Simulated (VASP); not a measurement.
# PrHRh3 (P4/mmm) in VASP: further runs, part 2 of 2

VASP 6.6.1. Earlier steps stand in the parts before.

## Step 3: Relaxation of cell and atoms, PBE

The input, INCAR:

```
  PREC = Accurate
  ENCUT = 600
  EDIFF = 1E-7
  ISMEAR = 0
  SIGMA = 0.1
  LREAL = F
  LASPH = T
  NELM = 100
  ALGO = Normal
  ISIF = 3
  LWAVE = F
  LCHARG = F
  GGA = PE
  IBRION = 2
  NSW = 100
  EDIFFG = -0.01
```

The input, KPOINTS:

```
regular mesh
0
Gamma
  10 10 6
```

The input, POSCAR:

```
PrHRh3
1.0
    3.5242147169      0.0000000000      0.0000000000
    0.0000000000      3.5242147169      0.0000000000
    0.0000000000      0.0000000000      6.1387526395
Pr H Rh
1 1 3
Direct
    0.5000000000      0.5000000000      0.5000000000
    0.0000000000      0.0000000000      0.5000000000
    0.5000000000      0.5000000000      0.0000000000
    0.0000000000      0.0000000000      0.7979224083
    0.0000000000      0.0000000000      0.2020775917
```

Potentials or basis: VASP PAW PBE potentials, release 64 (Pr, H, Rh_pv).

Started as:

```sh
cat potpaw_PBE.64/Pr/POTCAR potpaw_PBE.64/H/POTCAR potpaw_PBE.64/Rh_pv/POTCAR > POTCAR
mpirun -np 1 vasp_std > vasp.out
```

OUTCAR:

```text
PREC = Accurate
   ENCUT = 600
   EDIFF = 1E-7
   ISMEAR = 0
   LREAL = F
   LASPH = T
   NELM = 100
   ISIF = 3
   GGA = PE
   IBRION = 2
   NSW = 100
   EDIFFG = -0.01

 ion  position               nearest neighbor table
   1  0.500  0.500  0.500-   3 3.07   3 3.07   5 3.09   4 3.09   4 3.09   5 3.09   4 3.09   5 3.09
                             4 3.09   5 3.09
   2  0.000  0.000  0.500-   4 1.83   5 1.83
   3  0.500  0.500  0.000-   4 2.78   5 2.78   4 2.78   5 2.78   4 2.78   5 2.78   4 2.78   5 2.78
                             1 3.07   1 3.07
   4  0.000  0.000  0.798-   2 1.83   5 2.48   3 2.78   3 2.78   3 2.78   3 2.78   1 3.09   1 3.09
                             1 3.09   1 3.09
   5  0.000  0.000  0.202-   2 1.83   4 2.48   3 2.78   3 2.78   3 2.78   3 2.78   1 3.09   1 3.09
                             1 3.09   1 3.09

  LATTYP: Found a simple tetragonal cell.
 ALAT       =     3.5242147169
 C/A-ratio  =     1.7418781580

  Lattice vectors:

 A1 = (   3.5242147169,   0.0000000000,   0.0000000000)
 A2 = (   0.0000000000,   3.5242147169,   0.0000000000)
 A3 = (   0.0000000000,   0.0000000000,   6.1387526395)

Analysis of symmetry for initial positions (statically):
=====================================================================
 Subroutine PRICEL returns:
 Original cell was already a primitive cell.

 Routine SETGRP: Setting up the symmetry group for a
 simple tetragonal supercell.
[... 288 lines left out ...]

[... ionic steps 4 to 7 ...]

--------------------------------------- Ionic step        8  -------------------------------------------

 number of electron      58.9999995 magnetization

------------------------ aborting loop because EDIFF is reached ----------------------------------------
[... 73 lines left out ...]
--------------------------------------- Ionic step       10  -------------------------------------------

 number of electron      58.9999995 magnetization

 Free energy of the ion-electron system (eV)
  ---------------------------------------------------
  ext. energy  EPLUGINS =         0.00000000
  ---------------------------------------------------
  free energy    TOTEN  =       -31.65015933 eV

  energy without entropy =      -31.58219710  energy(sigma->0) =      -31.61617821

 E-fermi :   9.4657     XC(G=0): -12.6792

 val. band max:        9.4633408082   @ k =   0.2000   0.0000   0.5000
 cond. band min:       9.4657703772   @ k =   0.2000   0.1000   0.3333
 fundamental gap:      0.0024295690
 Fermi energy:         9.4656916361

 k-point     1 :       0.0000    0.0000    0.0000
  band No.  band energies     occupation
      1     -37.0211      2.00000
      2     -36.6906      2.00000
      3     -36.6675      2.00000
      4     -36.6675      2.00000
      5     -36.5746      2.00000
      6     -36.5456      2.00000
[... 901 lines left out ...]
     34       9.7890      0.00000
     35       9.8472      0.00000

 [... further k-points ...]

------------------------ aborting loop because EDIFF is reached ----------------------------------------

  FORCE on cell =-STRESS in cart. coord.  units (eV):
  Direction    XX          YY          ZZ          XY          YZ          ZX
  --------------------------------------------------------------------------------------
  -------------------------------------------------------------------------------------
  Total        0.0021900      0.0021900      0.0076006      0.0000000     -0.0000000      0.0000000
  in kB        0.0483553      0.0483553      0.1678212      0.0000000     -0.0000000      0.0000000
  external PRESSURE =       0.0881773 kB  Pullay stress =       0.0000000 kB
[... 20 lines left out ...]
  FREE ENERGIE OF THE ION-ELECTRON SYSTEM (eV)
  ---------------------------------------------------
  free  energy   TOTEN  =       -31.6501593289 eV

  energy  without entropy=      -31.5821970976  energy(sigma->0) =      -31.61617821

 reached required accuracy - stopping structural energy minimisation
```

OSZICAR:

```text
N       E                     dE             d eps       ncg     rms          rms(c)
DAV:   1     0.666321295277E+03    0.66632E+03   -0.35370E+04  8446   0.375E+03
DAV:   2     0.423769665620E+02   -0.62394E+03   -0.60947E+03  8160   0.670E+02
DAV:   3    -0.271277942440E+02   -0.69505E+02   -0.64256E+02 10052   0.221E+02
DAV:   4    -0.364100681801E+02   -0.92823E+01   -0.87791E+01 10983   0.736E+01
[... 225 lines left out ...]
DAV:   9    -0.316501598605E+02    0.55467E-06   -0.49947E-06  6782   0.143E-02    0.542E-03
DAV:  10    -0.316501595609E+02    0.29966E-06   -0.30482E-06  5773   0.125E-02    0.301E-03
DAV:  11    -0.316501594374E+02    0.12348E-06   -0.19251E-06  5508   0.100E-02    0.342E-03
DAV:  12    -0.316501593689E+02    0.68531E-07   -0.12363E-06  5274   0.865E-03    0.143E-03
DAV:  13    -0.316501593289E+02    0.39934E-07   -0.77596E-07  4988   0.648E-03
  10 F= -.31650159E+02 E0= -.31616178E+02  d E =-.133876E-04
```

CONTCAR:

```text
PrHRh3
   1.00000000000000
     3.4655896714221250   -0.0000000000000000    0.0000000000000000
    -0.0000000000000000    3.4655896714221250   -0.0000000000000000
     0.0000000000000000    0.0000000000000000    6.0416885372409981
  Pr              H               Rh
     1     1     3
Direct
     0.5000000000000000    0.5000000000000000    0.5000000000000000
     0.0000000000000000    0.0000000000000000    0.5000000000000000
     0.5000000000000000    0.5000000000000000    0.0000000000000000
     1.0000000000000000    0.0000000000000000    0.7907647022270304
     0.0000000000000000    0.0000000000000000    0.2092352977729695

  0.00000000E+00  0.00000000E+00  0.00000000E+00
  0.00000000E+00  0.00000000E+00  0.00000000E+00
  0.00000000E+00  0.00000000E+00  0.00000000E+00
  0.00000000E+00  0.00000000E+00  0.00000000E+00
  0.00000000E+00  0.00000000E+00  0.00000000E+00
```

Wall time 39 min (1 thread of AMD EPYC 9R45 (Zen 5), shared host); peak memory 0.37 GiB.

Results:

```
Free energy                           : -31.6502 eV
Relaxed volume                        : 14.51 Å³/atom
Relaxed cell                          : a = 3.466 Å, b = 3.466 Å, c = 6.042 Å, α = 90.00°, β = 90.00°, γ = 90.00°
Space group after relaxing (to 0.1 Å) : P4/mmm (No. 123)
Energy gained by relaxing             : 21.7 meV/atom
Ionic steps                           : 10
Pressure after relaxing               : 0.0 GPa
Largest force after relaxing          : 0.003 eV/Å
Band gap on the k mesh                : zero (an odd number of electrons rules out a gap without spin polarisation)
```

Forces in eV/Å, atoms in the order of the input:
```
Pr   0.000  0.000  0.000
H    0.000  0.000  0.000
Rh   0.000  0.000  0.000
Rh   0.000  0.000 -0.003
Rh   0.000  0.000  0.003
```

The path:
```tsv
step	energy change (eV)	largest force (eV/Å)	pressure (GPa)	volume (Å³)
1	0.0000	0.7507	-6.15	76.24
2	-0.0562	0.3157	6.36	69.97
3	-0.0967	0.5140	0.92	72.32
4	-0.1071	0.1235	-0.17	72.55
5	-0.1081	0.0135	0.07	72.50
6	-0.1083	0.0075	-0.02	72.56
7	-0.1084	0.0018	-0.10	72.61
8	-0.1084	0.0026	-0.08	72.60
9	-0.1084	0.0035	0.08	72.53
10	-0.1084	0.0031	0.01	72.56
```

Final structure:
```
Pr H Rh
1.0
     3.46559    0.00000    0.00000
     0.00000    3.46559    0.00000
     0.00000    0.00000    6.04169
Pr H Rh
1 1 3
Cartesian
  1.7328 1.7328 3.0208
  0.0000 0.0000 3.0208
  1.7328 1.7328 0.0000
  3.4656 0.0000 4.7776
  0.0000 0.0000 1.2641
```

Caveat: spin-orbit coupling is left out, which moves the levels of the heavy elements; semilocal functionals describe open f shells poorly, which spoils levels, moments and volumes. Spin polarisation is off, so any magnetic state and its effect on volume and gap are missing.

## Step 4: Relaxation of cell and atoms, PBE

This run uses another cell than the first one, of 17.83 Å³/atom.

The input, INCAR:

```
  PREC = Accurate
  ENCUT = 500
  EDIFF = 1E-7
  ISMEAR = 0
  SIGMA = 0.2
  LREAL = False
  LASPH = True
  NELM = 200
  ALGO = Normal
  ISIF = 3
  LWAVE = False
  LCHARG = False
  GGA = PE
  IBRION = 2
  NSW = 36
  EDIFFG = -0.08
  GGA_COMPAT = False
  NELMIN = 4
  LMAXMIX = 6
```

The input, KPOINTS:

```
regular mesh
0
Gamma
  4 4 4
```

The input, POSCAR:

```
PrHRh3
1.0
    4.7922984600      0.0000000000      0.0000000000
    0.0000000000      4.7922984600      0.0000000000
    0.0000000000      0.0000000000      3.8809880900
Pr H Rh
1 1 3
Direct
    0.5000000000      0.5000000000      0.0000000000
    0.5000000000      0.5000000000      0.5000000000
    0.0000000000      0.5000000000      0.0000000000
    0.5000000000      0.0000000000      0.0000000000
    0.0000000000      0.0000000000      0.0000000000
```

Potentials or basis: VASP PAW PBE potentials, release 64 (Pr_3, H, Rh_pv), 4f in core.

Started as:

```sh
cat potpaw_PBE.64/Pr_3/POTCAR potpaw_PBE.64/H/POTCAR potpaw_PBE.64/Rh_pv/POTCAR > POTCAR
mpirun -np 1 vasp_std > vasp.out
```

It took 3.5 min on 1 thread of Intel Xeon 6975P-C (Granite Rapids), shared host; peak memory 0.21 GiB.

It converged, with:

| Item | Value |
| --- | --- |
| Free energy | -24.6857 eV |
| Relaxed volume | 23.01 Å³/atom |
| Relaxed cell | a = 5.219 Å, b = 5.219 Å, c = 4.223 Å, α = 90.00°, β = 90.00°, γ = 90.00° |
| Space group after relaxing (to 0.1 Å) | P4/mmm (No. 123) |
| Energy gained by relaxing | 362.8 meV/atom |
| Ionic steps | 9 |
| Pressure after relaxing | -0.2 GPa |
| Band gap on the k mesh | zero (an odd number of electrons rules out a gap without spin polarisation) |

Stress tensor (GPa, compression positive):
```
-0.28  0.00  0.00
 0.00 -0.28  0.00
 0.00  0.00  0.03
```

The path:
| step | energy change (eV) | largest force (eV/Å) | pressure (GPa) | volume (Å³) |
| --- | --- | --- | --- | --- |
| 1 | 0.0000 | 0.0000 | 29.06 | 89.13 |
| 2 | -0.3582 | 0.0000 | -9.07 | 136.60 |
| 3 | -1.7597 | 0.0000 | -0.08 | 109.42 |
| 4 | -1.7618 | 0.0000 | 0.34 | 108.83 |
| 5 | -1.7621 | 0.0000 | 0.64 | 108.41 |
| 6 | -1.7788 | 0.0000 | 0.50 | 109.61 |
| 7 | -1.8093 | 0.0000 | 0.06 | 113.19 |
| 8 | -1.7833 | 0.0000 | -0.74 | 120.25 |
| 9 | -1.8142 | 0.0000 | -0.18 | 115.05 |

Final structure:
```xyz
5
Lattice="5.2194 0.0000 0.0000 0.0000 5.2194 0.0000 0.0000 0.0000 4.2234" Properties=species:S:1:pos:R:3 pbc="T T T"
Pr    2.6097    2.6097    0.0000
H     2.6097    2.6097    2.1117
Rh    0.0000    2.6097    0.0000
Rh    2.6097    0.0000    0.0000
Rh    0.0000    0.0000    0.0000
```

Levels at points of the mesh, in eV from the Fermi level:
| k point | band 25 | band 26 | band 27 | band 28 | band 29 | band 30 | band 31 | band 32 | band 33 | band 34 |
| --- | --- | --- | --- | --- | --- | --- | --- | --- | --- | --- |
| (0.00, 0.00, 0.00) | -0.91 | -0.66 | -0.09 | 0.12 | 0.39 | 0.39 | 2.81 | 2.81 | 3.86 | 5.60 |
| (0.50, 0.00, 0.00) | -1.18 | -0.86 | -0.57 | -0.51 | -0.01 | 0.30 | 0.39 | 2.86 | 2.94 | 3.17 |
| (0.50, 0.50, 0.00) | -1.19 | -1.08 | -1.03 | -1.01 | -1.01 | -0.84 | 0.96 | 0.96 | 2.69 | 3.19 |
| (0.00, 0.00, 0.50) | -0.33 | 0.13 | 0.20 | 0.22 | 0.36 | 0.36 | 2.14 | 3.95 | 3.95 | 4.31 |
| (0.50, 0.00, 0.50) | -0.59 | -0.16 | 0.00 | 0.25 | 0.37 | 0.42 | 0.87 | 0.87 | 3.09 | 3.39 |
| (0.50, 0.50, 0.50) | -1.07 | -0.94 | -0.57 | -0.57 | 0.05 | 0.16 | 1.37 | 1.37 | 2.28 | 2.28 |

Caveat: the k points lie up to 0.37 Å⁻¹ apart in the final cell, too coarse for converged energies and pressures of a metal; the volume moved by over 15 % at a fixed basis, so the end points are rough; spin-orbit coupling is left out, which moves the levels of the heavy elements; the 4f electrons are frozen in the core, so they carry no moment and show no levels.

## Step 5: Relaxation of cell and atoms, PBE

This run uses another cell than the first one, of 18.63 Å³/atom.

The input, INCAR:

```
PREC = Accurate ; ENCUT = 500
EDIFF = 1E-7 ; ISMEAR = 0
SIGMA = 0.2 ; LREAL = False
LASPH = True ; NELM = 200
ALGO = Normal ; ISIF = 3
LWAVE = False ; LCHARG = False
GGA = PE ; IBRION = 2
NSW = 36 ; EDIFFG = -0.08
GGA_COMPAT = False ; NELMIN = 4
LMAXMIX = 6
```

The input, KPOINTS:

```
Automatic mesh
0
Gamma
  4 4 4
```

The input, POSCAR:

```
PrHRh3
1.0
    4.5205485500      0.0000000000      0.0000000000
    0.0000000000      4.5205485500      0.0000000000
    0.0000000000      0.0000000000      4.5590011300
Pr H Rh
1 1 3
Direct
    0.0000000000      0.0000000000      0.0000000000
    0.5000000000      0.5000000000      0.0000000000
    0.0000000000      0.5000000000      0.0000000000
    0.5000000000      0.0000000000      0.0000000000
    0.0000000000      0.0000000000      0.5000000000
```

Started as:

```sh
cat potpaw_PBE.64/Pr_3/POTCAR potpaw_PBE.64/H/POTCAR potpaw_PBE.64/Rh_pv/POTCAR > POTCAR
mpirun -np 1 vasp_std > vasp.out
```

It took 3 min on 1 thread of Intel Xeon 6975P-C (Granite Rapids), shared host; peak memory 0.24 GiB.

It converged, with:

* Free energy: -22.0311 eV
* Relaxed volume: 25.59 Å³/atom
* Relaxed cell: a = 5.005 Å, b = 5.005 Å, c = 5.108 Å, α = 90.00°, β = 90.00°, γ = 90.00°
* Space group after relaxing (to 0.1 Å): P4/mmm (No. 123)
* Energy gained by relaxing: 597.8 meV/atom
* Ionic steps: 6
* Pressure after relaxing: 0.3 GPa
* Band gap on the k mesh: zero (an odd number of electrons rules out a gap without spin polarisation)

Stress tensor (GPa, compression positive):
```
0.33 0.00 0.00
0.00 0.33 0.00
0.00 0.00 0.23
```

The path:
```csv
step,energy change (eV),largest force (eV/Å),pressure (GPa),volume (Å³)
1,0.0000,0.0000,37.17,93.16
2,-1.9779,0.0000,-6.63,164.42
3,-2.9668,0.0000,0.08,128.14
4,-2.9661,0.0000,0.40,127.37
5,-2.9887,0.0000,0.30,127.87
6,-2.9891,0.0000,0.30,127.95
```

Final structure:
```
Pr H Rh
1.0
     5.00478    0.00000    0.00000
     0.00000    5.00478    0.00000
     0.00000    0.00000    5.10823
Pr H Rh
1 1 3
Direct
  0.00000 0.00000 0.00000
  0.50000 0.50000 0.00000
  0.00000 0.50000 0.00000
  0.50000 0.00000 0.00000
  0.00000 0.00000 0.50000
```

Levels at points of the mesh, in eV from the Fermi level:
| k point | band 25 | band 26 | band 27 | band 28 | band 29 | band 30 | band 31 | band 32 | band 33 | band 34 |
| --- | --- | --- | --- | --- | --- | --- | --- | --- | --- | --- |
| (0.00, 0.00, 0.00) | -0.45 | -0.26 | -0.26 | -0.24 | 0.14 | 1.92 | 2.65 | 3.83 | 3.92 | 3.92 |
| (0.50, 0.00, 0.00) | -0.55 | -0.48 | -0.29 | -0.26 | -0.20 | 0.31 | 2.55 | 3.33 | 3.94 | 4.15 |
| (0.50, 0.50, 0.00) | -0.40 | -0.36 | -0.31 | -0.31 | -0.21 | 0.42 | 1.87 | 1.87 | 3.06 | 3.28 |
| (0.00, 0.00, 0.50) | -0.48 | -0.48 | -0.47 | -0.32 | -0.31 | 0.84 | 2.53 | 3.33 | 4.41 | 4.41 |
| (0.50, 0.00, 0.50) | -0.70 | -0.11 | -0.08 | -0.06 | 0.08 | 0.53 | 0.91 | 1.84 | 3.25 | 3.93 |
| (0.50, 0.50, 0.50) | -0.11 | -0.09 | -0.06 | -0.06 | -0.01 | 0.53 | 0.53 | 2.92 | 3.07 | 3.13 |

Caveat: the volume moved by over 15 % at a fixed basis, so the end points are rough; spin-orbit coupling is left out, which moves the levels of the heavy elements; the 4f electrons are frozen in the core, so they carry no moment and show no levels. Spin polarisation is off, so any magnetic state and its effect on volume and gap are missing.

## Step 6: Overview

| task | potentials or basis | spin | cell | k mesh | cutoff (eV) | smearing | gap on the mesh (eV) | pressure (GPa) | relaxed volume (Å³/atom) |
| --- | --- | --- | --- | --- | --- | --- | --- | --- | --- |
| single point | VASP PAW PBE potentials, release 64 (Pr, H, Rh_pv) | collinear, ferromagnetic start | a = 3.524, b = 3.524, c = 6.139 Å, 5 atoms, atomic positions A | 6 × 6 × 4 | 520 | gaussian 0.1 eV | none | -5.5 | - |
| relaxation of cell and atoms | VASP PAW PBE potentials, release 64 (Pr, H, Rh_pv) | off | relaxed from a = 3.524, b = 3.524, c = 6.139 Å, 5 atoms, atomic positions A | 10 × 10 × 6 | 600 | gaussian 0.1 eV | none | 0.0 | 14.51 |
| relaxation of cell and atoms | VASP PAW PBE potentials, release 64 (Pr_3, H, Rh_pv), 4f in core | off | relaxed from a = 4.792, b = 4.792, c = 3.881 Å, 5 atoms, atomic positions B | 4 × 4 × 4 | 500 | gaussian 0.2 eV | none | -0.2 | 23.01 |
| relaxation of cell and atoms | VASP PAW PBE potentials, release 64 (Pr_3, H, Rh_pv), 4f in core | off | relaxed from a = 4.521, b = 4.521, c = 4.559 Å, 5 atoms, atomic positions C | 4 × 4 × 4 | 500 | gaussian 0.2 eV | none | 0.3 | 25.59 |

Alike in all rows: level PBE.

Caveats: some runs use coarse meshes; spin-orbit coupling is left out, which moves the levels of the heavy elements; semilocal functionals describe open f shells poorly, which spoils levels, moments and volumes (at least some runs); the volume moved by over 15 % at a fixed basis, so the end points are rough (at least some runs); the 4f electrons are frozen in the core, so they carry no moment and show no levels (at least some runs); the magnetic or orbital state may not be the lowest (at least some runs); the cell stands under tension (at least some runs); the moments typed at the start vanished in this run (at least some runs).

Absolute energies hang on the potentials; compare differences alone.

The gap in the log of VASP goes by the Fermi energy; the results here count the filled bands.